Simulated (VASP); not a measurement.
A run of VASP 6.6.1 is set up as follows.

File POSCAR:

```
W
1.0
    3.2634531025      0.0000000000      0.0000000000
    0.0000000000      3.1432698557      0.0000000000
    0.0000000000      0.0000000000      3.1432698557
W
2
Direct
    0.0000000000      0.0000000000      0.0000000000
    0.5000000000      0.5000000000      0.5000000000
```

The input INCAR.step1:

```
PREC     = Accurate       # precision mode
ENCUT    = 520            # plane-wave cutoff, eV
ISMEAR   = 0              # smearing method
SIGMA    = 0.1            # smearing width, eV
LREAL    = F              # projectors in reciprocal space
LASPH    = T              # aspherical terms in the spheres
NELM     = 80             # most SCF steps
NBANDS   = 21             # bands
GGA      = PE             # functional
ALGO     = Normal         # electronic algorithm
EDIFF    = 1E-4           # SCF threshold, eV
LWAVE    = T              # write WAVECAR
LCHARG   = F              # write CHGCAR
```

INCAR.step2

```
PREC     = Accurate       # precision mode
ENCUT    = 520            # plane-wave cutoff, eV
EDIFF    = 1E-7           # SCF threshold, eV
ISMEAR   = 0              # smearing method
SIGMA    = 0.1            # smearing width, eV
LREAL    = F              # projectors in reciprocal space
LASPH    = T              # aspherical terms in the spheres
NELM     = 80             # most SCF steps
ALGO     = Normal         # electronic algorithm
ISIF     = 2              # what is computed and relaxed
LWAVE    = F              # write WAVECAR
LCHARG   = T              # write CHGCAR
METAGGA  = R2SCAN         # meta-GGA
LMIXTAU  = T            
LELF     = T              # ELF
LVHAR    = T            
NBANDS   = 21             # bands
ISTART   = 1
```

The input KPOINTS:

```
Automatic mesh
0
Gamma
  16 16 16
```

Potentials or basis: VASP PAW PBE potentials, release 64 (W_sv).

Run with:

```bash
$ cat potpaw_PBE.64/W_sv/POTCAR > POTCAR
$ cp INCAR.step1 INCAR
$ mpirun -np 1 vasp_std > vasp.out
$ cp INCAR.step2 INCAR
$ mpirun -np 1 vasp_std > vasp.out
```

Q: Estimate the band gap on the k mesh.

A: Zero (band 14 reaches 11.73 eV, above the bottom of band 15 at 10.37 eV).

Q: Predict the pressure.

A: -2.7 GPa.

Stress tensor (GPa, compression positive):
```
-10.42   0.00   0.00
  0.00   1.14   0.00
  0.00   0.00   1.14
```

Caveat: the cell differs from its parent crystal (uniaxial strain along a: +3.0 %, then relaxed in part); the PAW data sets were made with another functional, which shifts forces and pressure a little; spin-orbit coupling is left out, which moves the levels of the heavy elements.
